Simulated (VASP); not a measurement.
Here is a VASP 6.6.1 calculation.

INCAR

```
PREC = Accurate
ENCUT = 600
EDIFF = 1E-6
ISMEAR = 0
SIGMA = 0.1
LREAL = False
LASPH = True
NELM = 120
ALGO = Normal
ISIF = 2
LWAVE = False
LCHARG = False
GGA = RP
NBANDS = 12
GGA_COMPAT = False
```

File KPOINTS:

```
Automatic mesh
0
Gamma
  5 5 5
```

The input POSCAR:

```
Cu
1.0
    0.0000000000      1.8075000000      1.8075000000
    1.8075000000      0.0000000000      1.8075000000
    1.8075000000      1.8075000000      0.0000000000
Cu
1
Direct
    0.0000000000      0.0000000000      0.0000000000
```

Potentials or basis: VASP PAW PBE potentials, release 64 (Cu).

The run is started by

```console
$ cat potpaw_PBE.64/Cu/POTCAR > POTCAR
$ mpirun -np 1 vasp_std > vasp.out
```

(1) Estimate the pressure.

Answers

(1) 6.6 GPa.

Caveat: the k points lie up to 0.60 Å⁻¹ apart; the PAW data sets were made with another functional, which shifts forces and pressure a little.
